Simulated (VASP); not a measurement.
# Ta2Si (I4/mcm) in VASP: further runs

Ta2Si is run at these levels: PBEsol; tasks: single point.

All numbers are computed with VASP 6.6.1; they aren't measurements. Logs are shortened: lines on timing, memory, paths and dates and some standing lists are left out, and cuts for length are marked.

### 1 The cell of the first run

It takes space group I4/mcm (No. 140, tetragonal). Conventional cell: a = 6.176 Å, b = 6.176 Å, c = 5.047 Å, α = 90.00°, β = 90.00°, γ = 90.00°. Ta (site symmetry m2m) has 4 Si at 2.63 Å and 11 Ta at 2.86 to 3.27 Å within 3.5 Å. Within 3.3 Å of Si (site symmetry 422) lie 2 Si at 2.52 Å and 8 Ta at 2.63 Å.

### 2 Single point, PBEsol

INCAR

```
SYSTEM = Ta2Si
PREC = Accurate
ENCUT = 520
EDIFF = 1E-7
ISMEAR = 0
SIGMA = 0.1
LREAL = .False.
LASPH = .True.
NELM = 100
ALGO = Normal
ISIF = 2
LWAVE = .False.
LCHARG = .False.
GGA = PS
NBANDS = 35
```

KPOINTS

```
regular mesh
0
Gamma
  1 1 1
  0 0 0
```

POSCAR

```
Ta2Si
1.0
   -3.0877629443      3.0877629443      2.5236412193
    3.0877629443     -3.0877629443      2.5236412193
    3.0877629443      3.0877629443     -2.5236412193
Ta Si
4 2
Direct
    0.6635932100      0.8364067900      0.5000000000
    0.8364067900      0.3364067900      0.1728135800
    0.3364067900      0.1635932100      0.5000000000
    0.1635932100      0.6635932100      0.8271864200
    0.2500000000      0.2500000000      0.0000000000
    0.7500000000      0.7500000000      0.0000000000
```

Potentials or basis: VASP PAW PBE potentials, release 64 (Ta_pv, Si).

On the command line:

```console
$ cat potpaw_PBE.64/Ta_pv/POTCAR potpaw_PBE.64/Si/POTCAR > POTCAR
$ mpirun -np 1 vasp_gam > vasp.out
```

OUTCAR:

```text
SYSTEM = Ta2Si
   PREC = Accurate
   ENCUT = 520
   EDIFF = 1E-7
   ISMEAR = 0
   LREAL = .False.
   LASPH = .True.
   NELM = 100
   ISIF = 2
   GGA = PS

 ion  position               nearest neighbor table
   1  0.664  0.836  0.500-   5 2.63   5 2.63   6 2.63   6 2.63   3 2.86   3 2.94   3 2.94   2 3.23
                             4 3.23   4 3.23   2 3.23   4 3.27   2 3.27   4 3.27   2 3.27
   2  0.836  0.336  0.173-   6 2.63   5 2.63   5 2.63   6 2.63   4 2.86   4 2.94   4 2.94   1 3.23
                             3 3.23   3 3.23   1 3.23   1 3.27   3 3.27   3 3.27   1 3.27
   3  0.336  0.164  0.500-   6 2.63   6 2.63   5 2.63   5 2.63   1 2.86   1 2.94   1 2.94   2 3.23
                             4 3.23   4 3.23   2 3.23   4 3.27   2 3.27   2 3.27   4 3.27
   4  0.164  0.664  0.827-   6 2.63   5 2.63   5 2.63   6 2.63   2 2.86   2 2.94   2 2.94   3 3.23
                             1 3.23   1 3.23   3 3.23   3 3.27   1 3.27   1 3.27   3 3.27
   5  0.250  0.250  0.000-   6 2.52   6 2.52   1 2.63   1 2.63   3 2.63   4 2.63   3 2.63   2 2.63
                             4 2.63   2 2.63
   6  0.750  0.750  0.000-   5 2.52   5 2.52   3 2.63   3 2.63   1 2.63   1 2.63   4 2.63   2 2.63
                             4 2.63   2 2.63

  LATTYP: Found a body centered tetragonal cell.
 ALAT       =     6.1755258886
 C/A-ratio  =     0.8173040693

  Lattice vectors:

 A1 = (  -3.0877629443,   3.0877629443,   2.5236412193)
 A2 = (   3.0877629443,  -3.0877629443,   2.5236412193)
 A3 = (   3.0877629443,   3.0877629443,  -2.5236412193)

Analysis of symmetry for initial positions (statically):
=====================================================================
 Subroutine PRICEL returns:
 Original cell was already a primitive cell.

 Routine SETGRP: Setting up the symmetry group for a
 body centered tetragonal supercell.

 Subroutine GETGRP returns: Found 16 space group operations
 (whereof  8 operations were pure point group operations)
 out of a pool of 16 trial point group operations.

The static configuration has the point symmetry C_4h.
 The point group associated with its full space group is D_4h.

Analysis of symmetry for dynamics (positions and initial velocities):
=====================================================================
 Subroutine PRICEL returns:
 Original cell was already a primitive cell.

 Routine SETGRP: Setting up the symmetry group for a
 body centered tetragonal supercell.

 Subroutine GETGRP returns: Found 16 space group operations
 (whereof  8 operations were pure point group operations)
 out of a pool of 16 trial point group operations.

The dynamic configuration has the point symmetry C_4h.
 The point group associated with its full space group is D_4h.

 Subroutine INISYM returns: Found 16 space group operations
 (whereof  8 operations are pure point group operations),
 and found     1 'primitive' translations

----------------------------------------------------------------------------------------

                                     Primitive cell

  volume of cell :      96.2444

  direct lattice vectors                    reciprocal lattice vectors
    -3.087762944  3.087762944  2.523641219     0.000000000  0.161929529  0.198126420
     3.087762944 -3.087762944  2.523641219     0.161929529  0.000000000  0.198126420
     3.087762944  3.087762944 -2.523641219     0.161929529  0.161929529  0.000000000

  length of vectors
     5.043542902  5.043542902  5.043542902     0.255881322  0.255881322  0.229002936

  position of ions in fractional coordinates (direct lattice)
     0.663593210  0.836406790  0.500000000
     0.836406790  0.336406790  0.172813580
     0.336406790  0.163593210  0.500000000
     0.163593210  0.663593210  0.827186420
     0.250000000  0.250000000  0.000000000
     0.750000000  0.750000000  0.000000000

  ion indices of the primitive-cell ions
   primitive index   ion index
                 1           1
                 2           2
                 3           3
                 4           4
                 5           5
                 6           6

----------------------------------------------------------------------------------------

 KPOINTS: regular mesh

Automatic generation of k-mesh.
 Grid dimensions read from file:
 generate k-points for:    1    1    1

 Generating k-lattice:

  Cartesian coordinates                     Fractional coordinates (reciprocal lattice)
     0.000000000  0.161929529  0.198126420     1.000000000  0.000000000  0.000000000
     0.161929529  0.000000000  0.198126420     0.000000000  1.000000000  0.000000000
     0.161929529  0.161929529  0.000000000     0.000000000  0.000000000  1.000000000

  Length of vectors
     0.255881322  0.255881322  0.229002936

  Shift w.r.t. Gamma in fractional coordinates (k-lattice)
     0.000000000  0.000000000  0.000000000

 Subroutine IBZKPT returns following result:
 ===========================================

 Found      1 irreducible k-points:

 Following reciprocal coordinates:
            Coordinates               Weight
  0.000000  0.000000  0.000000      1.000000
   k-points           NKPTS =      1   k-points in BZ     NKDIM =      1   number of bands    NBANDS=     35
   number of dos      NEDOS =    301   number of ions     NIONS =      6
   total plane-waves  NPLWV =  64000
   dimension x,y,z NGX =    40 NGY =   40 NGZ =   40
   dimension x,y,z NGXF=    80 NGYF=   80 NGZF=   80
   ions per type =               4   2
   NGX,Y,Z   is equivalent  to a cutoff of  13.18, 13.18, 13.18 a.u.
   NGXF,Y,Z  is equivalent  to a cutoff of  26.37, 26.37, 26.37 a.u.
 SYSTEM =  Ta2Si
   PREC   = accura    normal or accurate (medium, high low for compatibility)
   ISTART =      0    job   : 0-new  1-cont  2-samecut
   ICHARG =      2    charge: 1-file 2-atom 10-const
   ISPIN  =      1    spin polarized calculation?
   LNONCOLLINEAR =      F non collinear calculations
   LSORBIT =      F    spin-orbit coupling
   LASPH  =      T    aspherical Exc in radial PAW
   ENCUT  =  520.0 eV  38.22 Ry    6.18 a.u.   9.38  9.38  9.38*2*pi/ulx,y,z
   NELM   =    100;   NELMIN=  2; NELMDL= -5     # of ELM steps
   EDIFF  = 0.1E-06   stopping-criterion for ELM
   LREAL  =      F    real-space projection
   EDIFFG = 0.1E-05   stopping-criterion for IOM
   NSW    =      0    number of steps for IOM
   IBRION =     -1    ionic relax: 0-MD 1-quasi-New 2-CG
   NFREE  =      0    steps in history (QN), initial steepest desc. (CG)
   ISIF   =      2    stress and relaxation
   ISYM   =      2    0-nonsym 1-usesym 2-fastsym
   POTIM  = 0.5000    time-step for ionic-motion
   TEBEG  =    0.0;   TEEND  =   0.0 temperature during run
   PSTRESS=    0.0 pullay stress
   NELECT =      52.0000    total number of electrons
   NUPDOWN=      -1.0000    fix difference up-down
   EMIN   =  10.00;   EMAX   =-10.00  energy-range for DOS
   EFERMI =   0.00;   METHOD = LEGACY
   ISMEAR =     0;   SIGMA  =   0.10  broadening in eV -4-tet -1-fermi 0-gaus
   EFERMI_NEDOS =   21; number of points for ismear=-14 and -15
   IALGO  =     38    algorithm
   IMIX   =      4    mixing-type and parameters
     AMIX     =   0.40;   BMIX     =  1.00
     AMIX_MAG =   1.60;   BMIX_MAG =  1.00
  volume/ion in A,a.u.               =      16.04       108.25
  Fermi-wavevector in a.u.,A,eV,Ry     =   1.333370  2.519705 24.189476  1.777876
  Thomas-Fermi vector in A             =   2.462234
   LORBIT       =      0    0 simple, 1 ext, 2 COOP (PROOUT), +10 PAW based schemes
   GGA     = PS    functional components
   LHFCALC =     F    Hartree Fock is set to
   AEXX    =    0.0000 exact exchange contribution
   IVDW    =     0    specifies the selected vdW correction
   LEPSILON=     F    determine dielectric tensor
   LRPA    =     F    only Hartree local field effects (RPA)
 non-spin polarized calculation
 Gauss-broadening in eV      SIGMA  =   0.10
  energy-cutoff  :      520.00
  volume of cell :       96.24
 maximum number of plane-waves:      1307
 NGX is ok and might be reduce to    40
   NGX = 19   NGY = 19   NGZ = 19

 number of electron      52.0000001 magnetization

 Free energy of the ion-electron system (eV)
  ---------------------------------------------------
  ext. energy  EPLUGINS =         0.00000000
  ---------------------------------------------------
  free energy    TOTEN  =       -61.80621754 eV

  energy without entropy =      -61.80615918  energy(sigma->0) =      -61.80618836

 E-fermi :   7.9351     XC(G=0): -12.5230

 val. band max:        7.6585879520   @ k =   0.0000   0.0000   0.0000
 cond. band min:       8.2102821673   @ k =   0.0000   0.0000   0.0000
 fundamental gap:      0.5516942153
 Fermi energy:         7.9350748023

 k-point     1 :       0.0000    0.0000    0.0000
  band No.  band energies     occupation
      1     -27.1350      2.00000
      2     -27.1350      2.00000
      3     -27.0425      2.00000
      4     -27.0406      2.00000
      5     -26.9881      2.00000
      6     -26.9881      2.00000
[... 27 lines left out ...]
     34      11.7761      0.00000
     35      12.8572      0.00000

------------------------ aborting loop because EDIFF is reached ----------------------------------------

  FORCE on cell =-STRESS in cart. coord.  units (eV):
  Direction    XX          YY          ZZ          XY          YZ          ZX
  --------------------------------------------------------------------------------------
  -------------------------------------------------------------------------------------
  Total       -7.5905095     -7.5905095     18.3832852      0.0000000      0.0000000     -0.0000000
  in kB     -126.3589496   -126.3589496    306.0259127      0.0000000      0.0000000     -0.0000000
  external PRESSURE =      17.7693378 kB  Pullay stress =       0.0000000 kB

 VOLUME and BASIS-vectors are now :
 -----------------------------------------------------------------------------
  energy-cutoff  :      520.00
  volume of cell :       96.24
      direct lattice vectors                 reciprocal lattice vectors
    -3.087762944  3.087762944  2.523641219     0.000000000  0.161929529  0.198126420
     3.087762944 -3.087762944  2.523641219     0.161929529  0.000000000  0.198126420
     3.087762944  3.087762944 -2.523641219     0.161929529  0.161929529  0.000000000

 POSITION                                       TOTAL-FORCE (eV/Angst)
 -----------------------------------------------------------------------------------
      2.07749      1.01027      2.52364        -1.189987      1.189987     -0.000000
     -1.01027      2.07749      2.52364        -1.189987     -1.189987      0.000000
      1.01027      2.07749      0.00000         1.189987     -1.189987     -0.000000
      4.09804      1.01027      0.00000         1.189987      1.189987      0.000000
      0.00000      0.00000      1.26182         0.000000      0.000000     -0.000000
      0.00000      0.00000      3.78546         0.000000      0.000000     -0.000000
 -----------------------------------------------------------------------------------
    total drift:                               -0.000000     -0.000000     -0.000000

  FREE ENERGIE OF THE ION-ELECTRON SYSTEM (eV)
  ---------------------------------------------------
  free  energy   TOTEN  =       -61.8062175397 eV

  energy  without entropy=      -61.8061591758  energy(sigma->0) =      -61.80618836
```

It took 27 s on 1 thread of Intel Xeon 8259CL, shared host; peak memory 0.23 GiB.

Results:

```
Free energy   : -61.8062 eV
Pressure      : 1.8 GPa
Largest force : 1.683 eV/Å
```

Forces on the atoms (eV/Å):
```
Ta  -1.190  1.190  0.000
Ta  -1.190 -1.190  0.000
Ta   1.190 -1.190  0.000
Ta   1.190  1.190  0.000
Si   0.000  0.000  0.000
Si   0.000  0.000  0.000
```

Caveat: the k points lie up to 1.61 Å⁻¹ apart, too coarse for converged energies, forces and pressures; the PAW data sets were made with another functional, which shifts forces and pressure a little; spin-orbit coupling is left out, which moves the levels of the heavy elements.

(Continued in part 2 of 2.)
